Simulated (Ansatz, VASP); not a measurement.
## Al15AuN16: VASP beside Ansatz

```
Au Al N
1.0
     6.22600    0.00000    0.00000
    -3.11300    5.39187    0.00000
     0.00000    0.00000    9.96200
Au Al N
1 15 16
Cartesian
  0.0000 1.7973 0.0000
  0.0000 1.7973 4.9810
  -1.5565 4.4932 0.0000
  -1.5565 4.4932 4.9810
  3.1130 1.7973 0.0000
  3.1130 1.7973 4.9810
  1.5565 4.4932 0.0000
  1.5565 4.4932 4.9810
  1.5565 0.8986 2.4905
  1.5565 0.8986 7.4715
  0.0000 3.5946 2.4905
  0.0000 3.5946 7.4715
  4.6695 0.8986 2.4905
  4.6695 0.8986 7.4715
  3.1130 3.5946 2.4905
  3.1130 3.5946 7.4715
  0.0000 1.7973 1.8928
  0.0000 1.7973 6.8738
  -1.5565 4.4932 1.8928
  -1.5565 4.4932 6.8738
  3.1130 1.7973 1.8928
  3.1130 1.7973 6.8738
  1.5565 4.4932 1.8928
  1.5565 4.4932 6.8738
  1.5565 0.8986 4.3833
  1.5565 0.8986 9.3643
  0.0000 3.5946 4.3833
  0.0000 3.5946 9.3643
  4.6695 0.8986 4.3833
  4.6695 0.8986 9.3643
  3.1130 3.5946 4.3833
  3.1130 3.5946 9.3643
```

Alike in both runs: task electric field gradients; functional PBE; k mesh 4 × 4 × 2; occupations fermi-dirac, width 0.01 eV; no spin polarisation.

|  | VASP | Ansatz |
| --- | --- | --- |
| version | VASP 6.6.1 | Ansatz 0.2.0 |
| potentials or method | VASP PAW PBE potentials, release 64 (Au, Al, N) | plane-wave PAW, scalar-relativistic |
| plane-wave cutoff (eV) | 520 | 420 |
| valence electrons in the cell | 136 | 144 |

|  | VASP | Ansatz | Ansatz less VASP |
| --- | --- | --- | --- |
| pressure (GPa) | 11.8 | 12.0 | +0.25 |
| traceless stress, the component that is largest in VASP (GPa) | 2.02 | 1.95 | -0.066 |
| rms of the force components (eV/Å) | 1.288 | 1.281 | -0.0077 |
| size of Vzz on the site where it differs most (V/Å²) | 48.4 | 51.0 | +2.55 |

Atom by atom the forces differ by 0.008 eV/Å (rms over components). VASP's potentials hold 136 valence electrons a cell and Ansatz's 144, so a difference there can come from the potentials and not from the codes.

Spin-orbit coupling is off throughout.
